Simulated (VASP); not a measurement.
Here is a VASP 6.6.1 calculation.

INCAR

```
SYSTEM = Bi
PREC = Accurate
ENCUT = 520
EDIFF = 1E-7
ISMEAR = 0
SIGMA = 0.1
LREAL = .FALSE.
LASPH = .TRUE.
NELM = 100
ALGO = Normal
ISIF = 2
LWAVE = .FALSE.
LCHARG = .FALSE.
GGA = PS
NBANDS = 22
```

Contents of KPOINTS:

```
Automatic mesh
0
G
  14 14 8
  0 0 0
```

The input POSCAR:

```
Bi
1.0
    3.1507309641      0.0000000000     -0.0000502475
    0.0000000000      3.2259229238      0.0000000000
   -0.0137619722      0.0000000000      6.4525362577
Bi
2
Direct
    0.4999267083      0.0000000000      0.2500061912
    0.5000732917      0.0000000000      0.7499938088
```

Potentials or basis: VASP PAW PBE potentials, release 64 (Bi_d).

Run with:

```console
$ cat potpaw_PBE.64/Bi_d/POTCAR > POTCAR
$ mpirun -np 1 vasp_std > vasp.out
```

Predict the pressure.

1.1 GPa.

Predict the band gap on the k mesh.

zero (band 15 reaches 10.84 eV, above the bottom of band 16 at 4.62 eV).

Stress tensor (GPa, compression positive):
```
 3.35  0.00  0.02
 0.00 -0.07  0.00
 0.02  0.00 -0.08
```

Caveat: the cell differs from its parent crystal (uniaxial strain along a: -3.0 %, then relaxed in part); the PAW data sets were made with another functional, which shifts forces and pressure a little; spin-orbit coupling is left out, which moves the levels of the heavy elements.
